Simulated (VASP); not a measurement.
# W (Im-3m) in VASP: single point with r2SCAN

Aim: the single point of W with r2SCAN.

Program: VASP 6.6.1. These are calculated values, not measurements. Logs are shortened: lines on timing, memory, paths and dates and some standing lists are left out, and cuts for length are marked.

### 1 The cell of the first run

It takes space group Im-3m (No. 229, cubic). The conventional cell has a = 3.160 Å, b = 3.160 Å, c = 3.160 Å, α = 90.00°, β = 90.00°, γ = 90.00°. W (site symmetry m-3m) has 14 W at 2.74 to 3.16 Å within 3.6 Å.

### 2 Single point, r2SCAN

Input file POSCAR:

```
W
1.0
   -1.5802434600      1.5802434600      1.5802434600
    1.5802434600     -1.5802434600      1.5802434600
    1.5802434600      1.5802434600     -1.5802434600
W
1
Direct
    0.0000000000      0.0000000000      0.0000000000
```

Input file INCAR.step1:

```
SYSTEM = W
PREC = Accurate ; ENCUT = 520
ISMEAR = 0 ; SIGMA = 0.0142
LREAL = .FALSE. ; LASPH = .TRUE.
NELM = 60 ; NBANDS = 13
GGA = PE ; ALGO = Normal
EDIFF = 1E-4 ; LWAVE = .TRUE.
LCHARG = .FALSE.
```

Input file INCAR.step2:

```
SYSTEM = W
PREC = Accurate ; ENCUT = 520
EDIFF = 1E-6 ; ISMEAR = 0
SIGMA = 0.0142 ; LREAL = .FALSE.
LASPH = .TRUE. ; NELM = 60
ALGO = Normal ; ISIF = 2
LWAVE = .FALSE. ; LCHARG = .TRUE.
METAGGA = R2SCAN ; LMIXTAU = .TRUE.
LELF = .TRUE. ; LVHAR = .TRUE.
NBANDS = 13 ; ISTART = 1
```

Input file KPOINTS:

```
Automatic mesh
0
G
  11 11 11
  0 0 0
```

Potentials or basis: VASP PAW PBE potentials, release 64 (W_sv).

On the command line:

```console
cat potpaw_PBE.64/W_sv/POTCAR > POTCAR
cp INCAR.step1 INCAR
mpirun -np 1 vasp_std > vasp.out
cp INCAR.step2 INCAR
mpirun -np 1 vasp_std > vasp.out
```

OUTCAR:

```text
SYSTEM = W
   PREC = Accurate
   ENCUT = 520
   EDIFF = 1E-6
   ISMEAR = 0
   LREAL = .FALSE.
   LASPH = .TRUE.
   NELM = 60
   ISIF = 2
   METAGGA = R2SCAN
   ISTART = 1

 ion  position               nearest neighbor table
   1  0.000  0.000  0.000-

  LATTYP: Found a body centered cubic cell.
 ALAT       =     3.1604869200

  Lattice vectors:

 A1 = (  -1.5802434600,   1.5802434600,   1.5802434600)
 A2 = (   1.5802434600,  -1.5802434600,   1.5802434600)
 A3 = (   1.5802434600,   1.5802434600,  -1.5802434600)

Analysis of symmetry for initial positions (statically):
=====================================================================
 Subroutine PRICEL returns:
 Original cell was already a primitive cell.

 Routine SETGRP: Setting up the symmetry group for a
 body centered cubic supercell.

 Subroutine GETGRP returns: Found 48 space group operations
 (whereof 48 operations were pure point group operations)
 out of a pool of 48 trial point group operations.

The static configuration has the point symmetry O_h .

Analysis of symmetry for dynamics (positions and initial velocities):
=====================================================================
 Subroutine PRICEL returns:
 Original cell was already a primitive cell.

 Routine SETGRP: Setting up the symmetry group for a
 body centered cubic supercell.

 Subroutine GETGRP returns: Found 48 space group operations
 (whereof 48 operations were pure point group operations)
 out of a pool of 48 trial point group operations.

The dynamic configuration has the point symmetry O_h .

 Subroutine INISYM returns: Found 48 space group operations
 (whereof 48 operations are pure point group operations),
 and found     1 'primitive' translations

----------------------------------------------------------------------------------------

                                     Primitive cell

  volume of cell :      15.7845

  direct lattice vectors                    reciprocal lattice vectors
    -1.580243460  1.580243460  1.580243460     0.000000000  0.316406941  0.316406941
     1.580243460 -1.580243460  1.580243460     0.316406941  0.000000000  0.316406941
     1.580243460  1.580243460 -1.580243460     0.316406941  0.316406941  0.000000000

  length of vectors
     2.737061961  2.737061961  2.737061961     0.447466988  0.447466988  0.447466988

[... 78 lines left out ...]
   EDIFF  = 0.1E-05   stopping-criterion for ELM
   LREAL  =      F    real-space projection
   EDIFFG = 0.1E-04   stopping-criterion for IOM
   NSW    =      0    number of steps for IOM
   IBRION =     -1    ionic relax: 0-MD 1-quasi-New 2-CG
   NFREE  =      0    steps in history (QN), initial steepest desc. (CG)
   ISIF   =      2    stress and relaxation
   ISYM   =      2    0-nonsym 1-usesym 2-fastsym
   POTIM  = 0.5000    time-step for ionic-motion
   TEBEG  =    0.0;   TEEND  =   0.0 temperature during run
   PSTRESS=    0.0 pullay stress
   NELECT =      14.0000    total number of electrons
   NUPDOWN=      -1.0000    fix difference up-down
   EMIN   =  10.00;   EMAX   =-10.00  energy-range for DOS
   EFERMI =   0.00;   METHOD = LEGACY
   ISMEAR =     0;   SIGMA  =   0.01  broadening in eV -4-tet -1-fermi 0-gaus
   EFERMI_NEDOS =   21; number of points for ismear=-14 and -15
   IALGO  =     38    algorithm
   IMIX   =      4    mixing-type and parameters
     AMIX     =   0.40;   BMIX     =  1.00
     AMIX_MAG =   1.60;   BMIX_MAG =  1.00
  volume/ion in A,a.u.               =      15.78       106.52
  Fermi-wavevector in a.u.,A,eV,Ry     =   1.572921  2.972389 33.661898  2.474080
  Thomas-Fermi vector in A             =   2.674283
   LORBIT       =      0    0 simple, 1 ext, 2 COOP (PROOUT), +10 PAW based schemes
   METAGGA = R2SCAN    functional components
   LHFCALC =     F    Hartree Fock is set to
   AEXX    =    0.0000 exact exchange contribution
   IVDW    =     0    specifies the selected vdW correction
   LEPSILON=     F    determine dielectric tensor
   LRPA    =     F    only Hartree local field effects (RPA)
 non-spin polarized calculation
 Gauss-broadening in eV      SIGMA  =   0.01
  energy-cutoff  :      520.00
  volume of cell :       15.78
 maximum number of plane-waves:       438
   NGX = 11   NGY = 11   NGZ = 11

 number of electron      14.0000004 magnetization

 Free energy of the ion-electron system (eV)
  ---------------------------------------------------
  ext. energy  EPLUGINS =         0.00000000
  ---------------------------------------------------
  free energy    TOTEN  =       -51.32957482 eV

  energy without entropy =      -51.32953945  energy(sigma->0) =      -51.32955713

 E-fermi :  11.2986     XC(G=0): -14.9885

 val. band max:       11.2692637406   @ k =  -0.3636   0.3636   0.2727
 cond. band min:      11.3157887743   @ k =   0.0909   0.0909   0.0000
 fundamental gap:      0.0465250337
 Fermi energy:        11.2985945978

 k-point     1 :       0.0000    0.0000    0.0000
  band No.  band energies     occupation
      1     -64.7683      2.00000
      2     -27.6196      2.00000
      3     -27.6196      2.00000
      4     -27.6196      2.00000
      5       1.1990      2.00000
      6      10.0576      2.00000
      7      10.0576      2.00000
      8      10.0576      2.00000
      9      13.9228      0.00000
     10      13.9228      0.00000
     11      26.6175      0.00000
     12      26.6175      0.00000
     13      26.6175      0.00000
[... 354 lines left out ...]
  band No.  band energies     occupation
      1     -64.6067      2.00000
      2     -28.7674      2.00000
      3     -28.2528      2.00000
      4     -27.8478      2.00000
      5       6.4372      2.00000
      6       7.6409      2.00000
      7       9.7742      2.00000
      8      14.3173      0.00000
      9      14.9120      0.00000
     10      20.5176      0.00000
     11      20.7526      0.00000
     12      24.9103      0.00000
     13      26.8966      0.00000

 [... further k-points ...]
[... 5 lines left out ...]
  --------------------------------------------------------------------------------------
  -------------------------------------------------------------------------------------
  Total        0.4290646      0.4290646      0.4290646     -0.0000000      0.0000000     -0.0000000
  in kB       43.5513147     43.5513147     43.5513147     -0.0000000      0.0000000     -0.0000000
  external PRESSURE =      43.5513147 kB  Pullay stress =       0.0000000 kB

 VOLUME and BASIS-vectors are now :
 -----------------------------------------------------------------------------
  energy-cutoff  :      520.00
  volume of cell :       15.78
      direct lattice vectors                 reciprocal lattice vectors
    -1.580243460  1.580243460  1.580243460     0.000000000  0.316406941  0.316406941
     1.580243460 -1.580243460  1.580243460     0.316406941  0.000000000  0.316406941
     1.580243460  1.580243460 -1.580243460     0.316406941  0.316406941  0.000000000

 POSITION                                       TOTAL-FORCE (eV/Angst)
 -----------------------------------------------------------------------------------
      0.00000      0.00000      0.00000         0.000000      0.000000      0.000000
 -----------------------------------------------------------------------------------
    total drift:                                0.000000     -0.000000      0.000000

  FREE ENERGIE OF THE ION-ELECTRON SYSTEM (eV)
  ---------------------------------------------------
  free  energy   TOTEN  =       -51.3295748169 eV

  energy  without entropy=      -51.3295394478  energy(sigma->0) =      -51.32955713
```

OSZICAR.step1:

```text
N       E                     dE             d eps       ncg     rms          rms(c)
DAV:   1     0.829390513775E+02    0.82939E+02   -0.74749E+03  1456   0.122E+03
DAV:   2    -0.119478161015E+02   -0.94887E+02   -0.91576E+02  1636   0.314E+02
DAV:   3    -0.135352623424E+02   -0.15874E+01   -0.15819E+01  1606   0.397E+01
DAV:   4    -0.135416704243E+02   -0.64081E-02   -0.64080E-02  1591   0.278E+00
DAV:   5    -0.135417245393E+02   -0.54115E-04   -0.54115E-04  1631   0.239E-01    0.211E+01
DAV:   6    -0.130549657810E+02    0.48676E+00   -0.40154E-01  1516   0.855E+00    0.849E+00
DAV:   7    -0.129270222925E+02    0.12794E+00   -0.21004E-01  1596   0.588E+00    0.621E-01
DAV:   8    -0.129232829459E+02    0.37393E-02   -0.45908E-03  1476   0.889E-01    0.793E-02
DAV:   9    -0.129233156628E+02   -0.32717E-04   -0.66380E-05  1118   0.109E-01
   1 F= -.12923316E+02 E0= -.12923242E+02  d E =-.146586E-03
```

Wall time 15 s (1 thread of Intel Xeon 6975P-C (Granite Rapids), shared host); peak memory 0.13 GiB.

What came out:

| Property | Result |
| --- | --- |
| Free energy | -51.3296 eV |
| Pressure | 4.4 GPa |
| Band gap on the k mesh | zero (band 7 reaches 15.82 eV, above the bottom of band 8 at 10.06 eV) |

Caveat: the PAW data sets were made with another functional, which shifts forces and pressure a little; spin-orbit coupling is left out, which moves the levels of the heavy elements.
